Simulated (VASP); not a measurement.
# HfO2 (Fm-3m) in VASP: further runs

The runs below take HfO2 through single point, with LDA.

All numbers are computed with VASP 6.6.1; they aren't measurements. Logs are shortened: lines on timing, memory, paths and dates and some standing lists are left out, and cuts for length are marked.

### Step 1. The cell of the first run

Symmetry: Fm-3m, No. 225, cubic system. The conventional cell has a = 5.081 Å, b = 5.081 Å, c = 5.081 Å, α = 90.00°, β = 90.00°, γ = 90.00°. Hf (site symmetry m-3m) has 8 O at 2.20 Å within 2.9 Å. O (site symmetry -43m) has 4 Hf at 2.20 Å and 6 O at 2.54 Å within 2.9 Å.

### Step 2. Single point, LDA, non-collinear spin, zero start, spin-orbit coupling

Contents of INCAR:

```
PREC = Accurate ; ENCUT = 520
EDIFF = 1E-6 ; ISMEAR = -1
SIGMA = 0.05 ; LREAL = False
LASPH = True ; NELM = 150
ALGO = Normal ; ISIF = 2
LWAVE = False ; LCHARG = False
MAGMOM = 0 0 0 0 0 0 0 0 0 ; LORBIT = 11
LSORBIT = True ; GGA_COMPAT = False
LORBMOM = True ; LMAXMIX = 4
NBANDS = 35
```

Contents of KPOINTS:

```
Automatic mesh
0
Gamma
  9 9 9
```

Contents of POSCAR:

```
HfO2
1.0
    0.0000000000      2.5403350533      2.5403350533
    2.5403350533      0.0000000000      2.5403350533
    2.5403350533      2.5403350533      0.0000000000
Hf O
1 2
Direct
    0.0000000000      0.0000000000      0.0000000000
    0.7500000000      0.7500000000      0.7500000000
    0.2500000000      0.2500000000      0.2500000000
```

Potentials or basis: VASP PAW LDA potentials, release 64 (Hf_pv, O).

Launch:

```sh
cat potpaw_LDA.64/Hf_pv/POTCAR potpaw_LDA.64/O/POTCAR > POTCAR
mpirun -np 1 vasp_ncl > vasp.out
```

OUTCAR:

```text
PREC = Accurate
   ENCUT = 520
   EDIFF = 1E-6
   ISMEAR = -1
   LREAL = False
   LASPH = True
   NELM = 150
   ISIF = 2
   LORBIT = 11
   LSORBIT = True

 ion  position               nearest neighbor table
   1  0.000  0.000  0.000-   2 2.20   2 2.20   2 2.20   2 2.20   3 2.20   3 2.20   3 2.20   3 2.20

   2  0.750  0.750  0.750-   1 2.20   1 2.20   1 2.20   1 2.20
   3  0.250  0.250  0.250-   1 2.20   1 2.20   1 2.20   1 2.20

  LATTYP: Found a face centered cubic cell.
 ALAT       =     5.0806701066

  Lattice vectors:

 A1 = (   0.0000000000,   2.5403350533,   2.5403350533)
 A2 = (   2.5403350533,   0.0000000000,   2.5403350533)
 A3 = (   2.5403350533,   2.5403350533,   0.0000000000)

Analysis of symmetry for initial positions (statically):
=====================================================================
 Subroutine PRICEL returns:
 Original cell was already a primitive cell.

 Routine SETGRP: Setting up the symmetry group for a
 face centered cubic supercell.

 Subroutine GETGRP returns: Found 48 space group operations
[... 9 lines left out ...]

 Routine SETGRP: Setting up the symmetry group for a
 face centered cubic supercell.

 Subroutine GETGRP returns: Found 48 space group operations
 (whereof 48 operations were pure point group operations)
 out of a pool of 48 trial point group operations.

The dynamic configuration has the point symmetry O_h .

Analysis of structural, dynamic, and magnetic symmetry:
=====================================================================
 Subroutine PRICEL returns:
 Original cell was already a primitive cell.

 Routine SETGRP: Setting up the symmetry group for a
 face centered cubic supercell.

 Subroutine GETGRP returns: Found 48 space group operations
 (whereof 48 operations were pure point group operations)
 out of a pool of 48 trial point group operations.

The overall configuration has the point symmetry O_h .

 Subroutine INISYM returns: Found 48 space group operations
[... 5 lines left out ...]
                                     Primitive cell

  volume of cell :      32.7871

  direct lattice vectors                    reciprocal lattice vectors
     0.000000000  2.540335053  2.540335053    -0.196824430  0.196824430  0.196824430
     2.540335053  0.000000000  2.540335053     0.196824430 -0.196824430  0.196824430
     2.540335053  2.540335053  0.000000000     0.196824430  0.196824430 -0.196824430

  length of vectors
     3.592576285  3.592576285  3.592576285     0.340909914  0.340909914  0.340909914

  position of ions in fractional coordinates (direct lattice)
     0.000000000  0.000000000  0.000000000
     0.750000000  0.750000000  0.750000000
     0.250000000  0.250000000  0.250000000

  ion indices of the primitive-cell ions
   primitive index   ion index
                 1           1
                 2           2
                 3           3

----------------------------------------------------------------------------------------

 KPOINTS: Automatic mesh

Automatic generation of k-mesh.
 Grid dimensions read from file:
 generate k-points for:    9    9    9

 Generating k-lattice:

  Cartesian coordinates                     Fractional coordinates (reciprocal lattice)
    -0.021869381  0.021869381  0.021869381     0.111111111  0.000000000  0.000000000
     0.021869381 -0.021869381  0.021869381     0.000000000  0.111111111  0.000000000
     0.021869381  0.021869381 -0.021869381     0.000000000  0.000000000  0.111111111

  Length of vectors
     0.037878879  0.037878879  0.037878879

  Shift w.r.t. Gamma in fractional coordinates (k-lattice)
     0.000000000  0.000000000  0.000000000

 Subroutine IBZKPT returns following result:
 ===========================================

[... 78 lines left out ...]
  energy-cutoff  :      520.00
  volume of cell :       32.79
 maximum number of plane-waves:      1798
   NGX = 13   NGY = 13   NGZ = 13

 number of electron      21.9999991 magnetization      -0.0000000     -0.0000000      0.0000000

 number of electron      21.9999991 magnetization       0.0000000      0.0000000     -0.0000000

 number of electron      21.9999991 magnetization       0.0000000      0.0000000      0.0000000

 number of electron      21.9999991 magnetization      -0.0000000     -0.0000000     -0.0000000

 Free energy of the ion-electron system (eV)
  ---------------------------------------------------
  ext. energy  EPLUGINS =         0.00000000
  ---------------------------------------------------
  free energy    TOTEN  =       -33.62717459 eV

  energy without entropy =      -33.62717459  energy(sigma->0) =      -33.62717459

 E-fermi :   4.9579     XC(G=0): -12.2817

 val. band max:        3.9430512253   @ k =  -0.4444   0.4444   0.0000
 cond. band min:       7.6161843125   @ k =   0.4444   0.4444   0.0000
 fundamental gap:      3.6731330872
 Fermi energy:         4.9579004999

 k-point     1 :       0.0000    0.0000    0.0000
  band No.  band energies     occupation
      1     -30.3455      1.00000
      2     -30.3455      1.00000
      3     -23.3205      1.00000
      4     -23.3205      1.00000
      5     -23.3205      1.00000
      6     -23.3205      1.00000
[... 877 lines left out ...]
     33      15.7839      0.00000
     34      15.7839      0.00000

 [... further k-points ...]

 [bands above 34 left out]

------------------------ aborting loop because EDIFF is reached ----------------------------------------

  FORCE on cell =-STRESS in cart. coord.  units (eV):
  Direction    XX          YY          ZZ          XY          YZ          ZX
  --------------------------------------------------------------------------------------
  -------------------------------------------------------------------------------------
  Total       -3.0389201     -3.0389201     -3.0389201      0.0000000      0.0000000     -0.0000000
  in kB     -148.5001415   -148.5001415   -148.5001415      0.0000000      0.0000000     -0.0000000
  external PRESSURE =    -148.5001415 kB  Pullay stress =       0.0000000 kB

 VOLUME and BASIS-vectors are now :
 -----------------------------------------------------------------------------
  energy-cutoff  :      520.00
  volume of cell :       32.79
      direct lattice vectors                 reciprocal lattice vectors
     0.000000000  2.540335053  2.540335053    -0.196824430  0.196824430  0.196824430
     2.540335053  0.000000000  2.540335053     0.196824430 -0.196824430  0.196824430
     2.540335053  2.540335053  0.000000000     0.196824430  0.196824430 -0.196824430

 POSITION                                       TOTAL-FORCE (eV/Angst)
 -----------------------------------------------------------------------------------
      0.00000      0.00000      0.00000         0.000000      0.000000      0.000000
      3.81050      3.81050      3.81050         0.000000      0.000000     -0.000000
      1.27017      1.27017      1.27017        -0.000000     -0.000000      0.000000
 -----------------------------------------------------------------------------------
    total drift:                                0.000000      0.000000      0.000000

  FREE ENERGIE OF THE ION-ELECTRON SYSTEM (eV)
  ---------------------------------------------------
  free  energy   TOTEN  =       -33.6271745858 eV

  energy  without entropy=      -33.6271745857  energy(sigma->0) =      -33.62717459

 orbital moment (x)

 # of ion     p       d       tot
 ----------------------------------------
  1         0.000   0.000   0.000
  2        -0.000   0.000  -0.000
  3         0.000   0.000   0.000
 ----------------------------------------
            0.000   0.000   0.000

 orbital moment (y)

 # of ion     p       d       tot
 ----------------------------------------
  1         0.000   0.000   0.000
  2         0.000   0.000   0.000
  3         0.000   0.000   0.000
 ----------------------------------------
            0.000   0.000   0.000

 orbital moment (z)

 # of ion     p       d       tot
 ----------------------------------------
  1         0.000   0.000   0.000
  2         0.000   0.000   0.000
  3         0.000   0.000   0.000
 ----------------------------------------
            0.000   0.000   0.000

 Spin-Orbit-Coupling matrix elements

 Ion:    1  E_soc:     -1.2792956
 l=   1
     0.0000000    -0.2093887    -0.2093887
    -0.2093887     0.0000000    -0.2093887
    -0.2093887    -0.2093887     0.0000000
 l=   2
     0.0000000    -0.0009306     0.0000000    -0.0009306    -0.0028966
    -0.0009306     0.0000000    -0.0021724    -0.0009306    -0.0007241
     0.0000000    -0.0021724     0.0000000    -0.0021724     0.0000000
    -0.0009306    -0.0009306    -0.0021724     0.0000000    -0.0007241
    -0.0028966    -0.0007241     0.0000000    -0.0007241     0.0000000
 l=   3
     0.0000000     0.0000000     0.0000000     0.0000000     0.0000000     0.0000000     0.0000000
     0.0000000     0.0000000     0.0000000     0.0000000     0.0000000     0.0000000     0.0000000
     0.0000000     0.0000000     0.0000000     0.0000000     0.0000000     0.0000000     0.0000000
     0.0000000     0.0000000     0.0000000     0.0000000     0.0000000     0.0000000     0.0000000
[... 29 lines left out ...]
 l=   2
     0.0000000     0.0000000     0.0000000     0.0000000     0.0000000
     0.0000000     0.0000000     0.0000000     0.0000000     0.0000000
     0.0000000     0.0000000     0.0000000     0.0000000     0.0000000
     0.0000000     0.0000000     0.0000000     0.0000000     0.0000000
     0.0000000     0.0000000     0.0000000     0.0000000     0.0000000
 l=   3
     0.0000000     0.0000000     0.0000000     0.0000000     0.0000000     0.0000000     0.0000000
     0.0000000     0.0000000     0.0000000     0.0000000     0.0000000     0.0000000     0.0000000
     0.0000000     0.0000000     0.0000000     0.0000000     0.0000000     0.0000000     0.0000000
     0.0000000     0.0000000     0.0000000     0.0000000     0.0000000     0.0000000     0.0000000
     0.0000000     0.0000000     0.0000000     0.0000000     0.0000000     0.0000000     0.0000000
     0.0000000     0.0000000     0.0000000     0.0000000     0.0000000     0.0000000     0.0000000
     0.0000000     0.0000000     0.0000000     0.0000000     0.0000000     0.0000000     0.0000000

 total charge

# of ion       s       p       d       tot
------------------------------------------
    1        0.295   6.630   1.388   8.314
    2        1.549   3.523   0.000   5.072
    3        1.549   3.523   0.000   5.072
--------------------------------------------------
tot          3.393  13.676   1.388  18.457

 magnetization (x)

# of ion       s       p       d       tot
------------------------------------------
    1       -0.000  -0.000   0.000  -0.000
    2        0.000   0.000   0.000   0.000
    3       -0.000   0.000   0.000  -0.000
--------------------------------------------------
tot         -0.000  -0.000   0.000  -0.000

 magnetization (y)

# of ion       s       p       d       tot
------------------------------------------
    1        0.000   0.000   0.000   0.000
    2        0.000   0.000   0.000   0.000
    3        0.000   0.000   0.000   0.000
--------------------------------------------------
tot          0.000   0.000   0.000   0.000

 magnetization (z)

# of ion       s       p       d       tot
------------------------------------------
    1        0.000   0.000   0.000   0.000
    2        0.000   0.000   0.000   0.000
    3        0.000   0.000   0.000   0.000
--------------------------------------------------
tot          0.000   0.000   0.000   0.000
```

It took 48 s on 1 thread of Intel Xeon 6975P-C (Granite Rapids), shared host; peak memory 0.23 GiB.

Results:

- Free energy: -33.6272 eV
- Pressure: -14.9 GPa
- Net moment: 0.00 μB per cell
- Valence electrons inside the program's atomic spheres: Hf 8.31; O 5.07

Moments on the atoms (μB; x, y, z):
```
Hf  0.00 0.00 0.00
O   0.00 0.00 0.00
O   0.00 0.00 0.00
```

(Part 1 of 3 ends here.)
